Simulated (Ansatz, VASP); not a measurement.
**One calculation of GaH6, two programs**

```xyz
7
Lattice="4.7912 0.0000 0.0000 0.0000 4.7912 0.0000 0.0000 0.0000 4.7912" Properties=species:S:1:pos:R:3 pbc="T T T"
Ga    0.0000    0.0000    0.0000
H     2.3956    2.3956    0.3762
H     2.3956    2.3956    4.4150
H     0.3762    2.3956    2.3956
H     4.4150    2.3956    2.3956
H     2.3956    0.3762    2.3956
H     2.3956    4.4150    2.3956
```

Change from the starting cell: species swapped into the ErB6 type (Pm-3m, No. 221).

Alike in both runs: task relaxation of cell and atoms; functional PBE; k mesh 8 × 8 × 8; occupations gaussian, width 0.1 eV; no spin polarisation.

|  | VASP | Ansatz |
| --- | --- | --- |
| version | VASP 6.6.1 | Ansatz 0.2.0 |
| potentials or method | VASP PAW PBE potentials, release 64 (Ga_d, H), cutoff 600 eV | scalar-relativistic, plane waves, PAW |
| valence electrons in the cell | 19 | 19 |

VASP gave:

* gap on the k mesh at the Fermi level, each at its own relaxed structure (eV): none
* relaxed volume (Å³/atom): 15.71
* relaxed cell length with the largest relative difference (Å): 4.791

Question: Estimate Ansatz's values.

Answer: gap on the k mesh at the Fermi level, each at its own relaxed structure (eV): none; relaxed volume (Å³/atom): 15.73; relaxed cell length with the largest relative difference (Å): 4.793.

A gap of «none» marks a metal or a gap that the smearing closes.
